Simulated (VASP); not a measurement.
A run of VASP 6.6.1:

INCAR

```
ALGO     = Fast           # electronic algorithm
EDIFF    = 1E-6           # SCF threshold, eV
EDIFFG   = -0.01          # ionic threshold
ENCUT    = 600            # plane-wave cutoff, eV
GGA      = PS             # functional
IBRION   = 2              # ionic algorithm
ISIF     = 3              # what is computed and relaxed
ISMEAR   = -1             # smearing method
LASPH    = True           # aspherical terms in the spheres
LCHARG   = False          # write CHGCAR
LREAL    = False          # projectors in reciprocal space
LWAVE    = False          # write WAVECAR
NELM     = 100            # most SCF steps
NSW      = 60             # ionic steps
PREC     = Accurate       # precision mode
SIGMA    = 0.05           # smearing width, eV
```

The input KPOINTS:

```
k-points
0
Gamma
  10 10 8
```

The input POSCAR:

```
Ga
1.0
    1.4500000000     -4.0650000000      0.0000000000
    1.4500000000      4.0650000000      0.0000000000
    0.0000000000      0.0000000000      3.1700000000
Ga
2
Direct
    0.1330000000      0.8670000000      0.7500000000
    0.8670000000      0.1330000000      0.2500000000
```

Potentials or basis: VASP PAW PBE potentials, release 64 (Ga_d).

Run with:

```bash
$ cat potpaw_PBE.64/Ga_d/POTCAR > POTCAR
$ mpirun -np 1 vasp_std > vasp.out
```

Hardware: 1 thread of Intel(R) Xeon(R) Platinum 8259CL CPU @ 2.50GHz (Skylake/Cascade Lake), with other jobs on the host.

**Question.** How long does it take, and how much memory?

**Answer.** Run time: 9.8 min on 1 thread of Intel(R) Xeon(R) Platinum 8259CL CPU @ 2.50GHz (Skylake/Cascade Lake), with other jobs on the host, peak memory 0.26 GiB. Counts: scf iterations 60, k points 155, ion steps 10.
